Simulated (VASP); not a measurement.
# WS2 in VASP: a series of runs

Runs on WS2. Level: PBEsol. Tasks: single point.

All numbers are computed with VASP 6.6.1; they aren't measurements. Logs are shortened: lines on timing, memory, paths and dates and some standing lists are left out, and cuts for length are marked.

## (1) The cell of the first run

The cell holds a slab with vacuum, 9 atoms: a = 3.183 Å, b = 3.183 Å, c = 28.532 Å, α = 90.00°, β = 90.00°, γ = 120.00°.

## (2) Single point, PBEsol

File INCAR:

```
PREC     = Accurate       # precision mode
ENCUT    = 520            # plane-wave cutoff, eV
EDIFF    = 1E-7           # SCF threshold, eV
ISMEAR   = 0              # smearing method
SIGMA    = 0.02           # smearing width, eV
LREAL    = False          # projectors in reciprocal space
LASPH    = True           # aspherical terms in the spheres
NELM     = 60             # most SCF steps
ALGO     = Normal         # electronic algorithm
ISIF     = 2              # what is computed and relaxed
LWAVE    = False          # write WAVECAR
LCHARG   = True           # write CHGCAR
GGA      = PS             # functional
LELF     = True           # ELF
LVHAR    = True         
NBANDS   = 49             # bands
```

File KPOINTS:

```
Automatic mesh
0
Gamma
  1 1 1
```

File POSCAR:

```
WS2
1.0
    3.1829541699      0.0000000000      0.0000000000
   -1.5914770850      2.7565191702      0.0000000000
    0.0000000000      0.0000000000     28.5322178600
W S
3 6
Direct
    0.6666666667      0.3333333333      0.6592864300
    0.3333333333      0.6666666667      0.8855337800
    0.3333333333      0.6666666667      0.4343616800
    0.6666666667      0.3333333333      0.9401857300
    0.6666666667      0.3333333333      0.4890304200
    0.3333333333      0.6666666667      0.7139522100
    0.6666666667      0.3333333333      0.8308482800
    0.6666666667      0.3333333333      0.3797102500
    0.3333333333      0.6666666667      0.6046252100
```

Potentials or basis: VASP PAW PBE potentials, release 64 (W_sv, S).

Started as:

```bash
$ cat potpaw_PBE.64/W_sv/POTCAR potpaw_PBE.64/S/POTCAR > POTCAR
$ mpirun -np 1 vasp_gam > vasp.out
```

OUTCAR:

```text
PREC = Accurate
   ENCUT = 520
   EDIFF = 1E-7
   ISMEAR = 0
   LREAL = False
   LASPH = True
   NELM = 60
   ISIF = 2
   GGA = PS

 ion  position               nearest neighbor table
   1  0.667  0.333  0.659-   9 2.41   9 2.41   9 2.41   6 2.41   6 2.41   6 2.41
   2  0.333  0.667  0.886-   4 2.41   4 2.41   4 2.41   7 2.41   7 2.41   7 2.41
   3  0.333  0.667  0.434-   8 2.41   8 2.41   8 2.41   5 2.41   5 2.41   5 2.41
   4  0.667  0.333  0.940-   2 2.41   2 2.41   2 2.41
   5  0.667  0.333  0.489-   3 2.41   3 2.41   3 2.41
   6  0.333  0.667  0.714-   1 2.41   1 2.41   1 2.41
   7  0.667  0.333  0.831-   2 2.41   2 2.41   2 2.41
   8  0.667  0.333  0.380-   3 2.41   3 2.41   3 2.41
   9  0.333  0.667  0.605-   1 2.41   1 2.41   1 2.41

  LATTYP: Found a hexagonal cell.
 ALAT       =     3.1829541699
 C/A-ratio  =     8.9640680754

  Lattice vectors:

 A1 = (   3.1829541699,   0.0000000000,   0.0000000000)
 A2 = (  -1.5914770850,   2.7565191702,   0.0000000000)
 A3 = (   0.0000000000,   0.0000000000,  28.5322178600)

Analysis of symmetry for initial positions (statically):
=====================================================================
 Subroutine PRICEL returns:
 Original cell was already a primitive cell.

 Routine SETGRP: Setting up the symmetry group for a
 hexagonal supercell.

 Subroutine GETGRP returns: Found  6 space group operations
 (whereof  6 operations were pure point group operations)
 out of a pool of 24 trial point group operations.

The static configuration has the point symmetry C_3v.

Analysis of symmetry for dynamics (positions and initial velocities):
=====================================================================
 Subroutine PRICEL returns:
 Original cell was already a primitive cell.

 Routine SETGRP: Setting up the symmetry group for a
 hexagonal supercell.

 Subroutine GETGRP returns: Found  6 space group operations
 (whereof  6 operations were pure point group operations)
 out of a pool of 24 trial point group operations.

The dynamic configuration has the point symmetry C_3v.

 Subroutine INISYM returns: Found  6 space group operations
 (whereof  6 operations are pure point group operations),
 and found     1 'primitive' translations

----------------------------------------------------------------------------------------

                                     Primitive cell

  volume of cell :     250.3381

  direct lattice vectors                    reciprocal lattice vectors
     3.182954170  0.000000000  0.000000000     0.314173547  0.181388182  0.000000000
    -1.591477085  2.756519170  0.000000000     0.000000000  0.362776363  0.000000000
     0.000000000  0.000000000 28.532217860     0.000000000  0.000000000  0.035048099

  length of vectors
     3.182954170  3.182954170 28.532217860     0.362776363  0.362776363  0.035048099

  position of ions in fractional coordinates (direct lattice)
     0.666666667  0.333333333  0.659286430
     0.333333333  0.666666667  0.885533780
     0.333333333  0.666666667  0.434361680
     0.666666667  0.333333333  0.940185730
     0.666666667  0.333333333  0.489030420
     0.333333333  0.666666667  0.713952210
     0.666666667  0.333333333  0.830848280
     0.666666667  0.333333333  0.379710250
     0.333333333  0.666666667  0.604625210

  ion indices of the primitive-cell ions
   primitive index   ion index
                 1           1
                 2           2
                 3           3
                 4           4
                 5           5
                 6           6
                 7           7
                 8           8
                 9           9

----------------------------------------------------------------------------------------

 KPOINTS: Automatic mesh

Automatic generation of k-mesh.
 Grid dimensions read from file:
 generate k-points for:    1    1    1

 Generating k-lattice:

  Cartesian coordinates                     Fractional coordinates (reciprocal lattice)
     0.314173547  0.181388182  0.000000000     1.000000000  0.000000000  0.000000000
     0.000000000  0.362776363  0.000000000     0.000000000  1.000000000  0.000000000
     0.000000000  0.000000000  0.035048099     0.000000000  0.000000000  1.000000000

  Length of vectors
     0.362776363  0.362776363  0.035048099

  Shift w.r.t. Gamma in fractional coordinates (k-lattice)
     0.000000000  0.000000000  0.000000000

 Subroutine IBZKPT returns following result:
 ===========================================

 Found      1 irreducible k-points:

 Following reciprocal coordinates:
            Coordinates               Weight
  0.000000  0.000000  0.000000      1.000000
   k-points           NKPTS =      1   k-points in BZ     NKDIM =      1   number of bands    NBANDS=     49
   number of dos      NEDOS =    301   number of ions     NIONS =      9
   total plane-waves  NPLWV = 124416
   dimension x,y,z NGX =    24 NGY =   24 NGZ =  216
   dimension x,y,z NGXF=    48 NGYF=   48 NGZF=  432
   ions per type =               3   6
   NGX,Y,Z   is equivalent  to a cutoff of  12.54, 12.54, 12.59 a.u.
   NGXF,Y,Z  is equivalent  to a cutoff of  25.07, 25.07, 25.17 a.u.
 SYSTEM =  unknown system
   PREC   = accura    normal or accurate (medium, high low for compatibility)
   ISTART =      0    job   : 0-new  1-cont  2-samecut
   ICHARG =      2    charge: 1-file 2-atom 10-const
   ISPIN  =      1    spin polarized calculation?
   LNONCOLLINEAR =      F non collinear calculations
   LSORBIT =      F    spin-orbit coupling
   LASPH  =      T    aspherical Exc in radial PAW
   ENCUT  =  520.0 eV  38.22 Ry    6.18 a.u.   5.92  5.92 53.05*2*pi/ulx,y,z
   NELM   =     60;   NELMIN=  2; NELMDL= -5     # of ELM steps
   EDIFF  = 0.1E-06   stopping-criterion for ELM
   LREAL  =      F    real-space projection
   EDIFFG = 0.1E-05   stopping-criterion for IOM
   NSW    =      0    number of steps for IOM
   IBRION =     -1    ionic relax: 0-MD 1-quasi-New 2-CG
   NFREE  =      0    steps in history (QN), initial steepest desc. (CG)
   ISIF   =      2    stress and relaxation
   ISYM   =      2    0-nonsym 1-usesym 2-fastsym
   POTIM  = 0.5000    time-step for ionic-motion
   TEBEG  =    0.0;   TEEND  =   0.0 temperature during run
   PSTRESS=    0.0 pullay stress
   NELECT =      78.0000    total number of electrons
   NUPDOWN=      -1.0000    fix difference up-down
   EMIN   =  10.00;   EMAX   =-10.00  energy-range for DOS
   EFERMI =   0.00;   METHOD = LEGACY
   ISMEAR =     0;   SIGMA  =   0.02  broadening in eV -4-tet -1-fermi 0-gaus
   EFERMI_NEDOS =   21; number of points for ismear=-14 and -15
   IALGO  =     38    algorithm
   IMIX   =      4    mixing-type and parameters
     AMIX     =   0.40;   BMIX     =  1.00
     AMIX_MAG =   1.60;   BMIX_MAG =  1.00
  volume/ion in A,a.u.               =      27.82       187.71
  Fermi-wavevector in a.u.,A,eV,Ry     =   1.109849  2.097311 16.759190  1.231766
  Thomas-Fermi vector in A             =   2.246394
   LORBIT       =      0    0 simple, 1 ext, 2 COOP (PROOUT), +10 PAW based schemes
   GGA     = PS    functional components
   LHFCALC =     F    Hartree Fock is set to
   AEXX    =    0.0000 exact exchange contribution
   IVDW    =     0    specifies the selected vdW correction
   LEPSILON=     F    determine dielectric tensor
   LRPA    =     F    only Hartree local field effects (RPA)
 non-spin polarized calculation
 Gauss-broadening in eV      SIGMA  =   0.02
  energy-cutoff  :      520.00
  volume of cell :      250.34
 maximum number of plane-waves:      3333
 NGX is ok and might be reduce to    24
   NGX = 11   NGY = 11   NGZ =107

 number of electron      78.0000002 magnetization

 Free energy of the ion-electron system (eV)
  ---------------------------------------------------
  ext. energy  EPLUGINS =         0.00000000
  ---------------------------------------------------
  free energy    TOTEN  =       -50.02665391 eV

  energy without entropy =      -50.02665391  energy(sigma->0) =      -50.02665391

 E-fermi :   3.1162     XC(G=0):  -7.6089

 val. band max:        2.8412586229   @ k =   0.0000   0.0000   0.0000
 cond. band min:       4.9744206127   @ k =   0.0000   0.0000   0.0000
 fundamental gap:      2.1331619898
 Fermi energy:         3.1161848418

 k-point     1 :       0.0000    0.0000    0.0000
  band No.  band energies     occupation
      1     -70.1890      2.00000
      2     -70.1887      2.00000
      3     -70.1863      2.00000
      4     -34.4798      2.00000
      5     -34.4798      2.00000
      6     -34.4797      2.00000
      7     -34.4797      2.00000
      8     -34.4794      2.00000
      9     -34.4794      2.00000
     10     -34.4745      2.00000
     11     -34.4738      2.00000
     12     -34.4671      2.00000
     13     -13.0900      2.00000
     14     -13.0257      2.00000
     15     -12.9722      2.00000
     16     -11.6914      2.00000
     17     -11.5774      2.00000
     18     -11.4904      2.00000
     19      -4.6170      2.00000
     20      -4.3141      2.00000
     21      -4.0277      2.00000
     22      -0.9065      2.00000
     23      -0.5846      2.00000
     24      -0.5846      2.00000
     25      -0.5777      2.00000
     26      -0.5777      2.00000
     27      -0.5739      2.00000
     28      -0.5739      2.00000
     29      -0.2804      2.00000
     30       0.3613      2.00000
     31       0.4047      2.00000
     32       0.4047      2.00000
     33       0.4213      2.00000
     34       0.4213      2.00000
     35       0.4336      2.00000
     36       0.4336      2.00000
     37       2.1547      2.00000
     38       2.5420      2.00000
     39       2.8413      2.00000
     40       4.9744      0.00000
     41       4.9744      0.00000
     42       4.9782      0.00000
     43       4.9782      0.00000
     44       4.9869      0.00000
     45       4.9869      0.00000
     46       5.0170      0.00000
     47       5.0171      0.00000
     48       5.0582      0.00000
     49       5.0794      0.00000

------------------------ aborting loop because EDIFF is reached ----------------------------------------

  FORCE on cell =-STRESS in cart. coord.  units (eV):
  Direction    XX          YY          ZZ          XY          YZ          ZX
  --------------------------------------------------------------------------------------
  -------------------------------------------------------------------------------------
  Total       27.6599196     27.6599196    -16.1791994     -0.0000000      0.0000000     -0.0000000
  in kB      177.0249835    177.0249835   -103.5477521     -0.0000000      0.0000000     -0.0000000
  external PRESSURE =      83.5007383 kB  Pullay stress =       0.0000000 kB

 VOLUME and BASIS-vectors are now :
 -----------------------------------------------------------------------------
  energy-cutoff  :      520.00
  volume of cell :      250.34
      direct lattice vectors                 reciprocal lattice vectors
     3.182954170  0.000000000  0.000000000     0.314173547  0.181388182  0.000000000
    -1.591477085  2.756519170  0.000000000     0.000000000  0.362776363  0.000000000
     0.000000000  0.000000000 28.532217860     0.000000000  0.000000000  0.035048099

 POSITION                                       TOTAL-FORCE (eV/Angst)
 -----------------------------------------------------------------------------------
      1.59148      0.91884     18.81090        -0.000000     -0.000000      0.017089
     -0.00000      1.83768     25.26624         0.000000     -0.000000      0.143547
     -0.00000      1.83768     12.39330         0.000000     -0.000000     -0.164585
      1.59148      0.91884     26.82558        -0.000000      0.000000     -2.472629
      1.59148      0.91884     13.95312         0.000000     -0.000000     -3.269122
     -0.00000      1.83768     20.37064        -0.000000      0.000000     -3.210372
      1.59148      0.91884     23.70594         0.000000     -0.000000      3.209989
      1.59148      0.91884     10.83398        -0.000000      0.000000      2.473131
     -0.00000      1.83768     17.25130         0.000000     -0.000000      3.272952
 -----------------------------------------------------------------------------------
    total drift:                                0.000000      0.000000     -0.000463

  FREE ENERGIE OF THE ION-ELECTRON SYSTEM (eV)
  ---------------------------------------------------
  free  energy   TOTEN  =       -50.0266539066 eV

  energy  without entropy=      -50.0266539066  energy(sigma->0) =      -50.02665391
```

Run time: 28 s. Hardware: 1 thread of AMD EPYC 9R45 (Zen 5), shared host; peak memory 0.29 GiB.

Results:

```
Free energy   : -50.0267 eV
Largest force : 3.273 eV/Å
```

Forces on the atoms (eV/Å):
```
W    0.000  0.000  0.017
W    0.000  0.000  0.144
W    0.000  0.000 -0.165
S    0.000  0.000 -2.473
S    0.000  0.000 -3.269
S    0.000  0.000 -3.210
S    0.000  0.000  3.210
S    0.000  0.000  2.473
S    0.000  0.000  3.273
```

Caveat: the k points lie up to 2.28 Å⁻¹ apart; the PAW data sets were made with another functional, which shifts forces and pressure a little; spin-orbit coupling is left out, which moves the levels of the heavy elements.

(Part 1 of 2 ends here.)
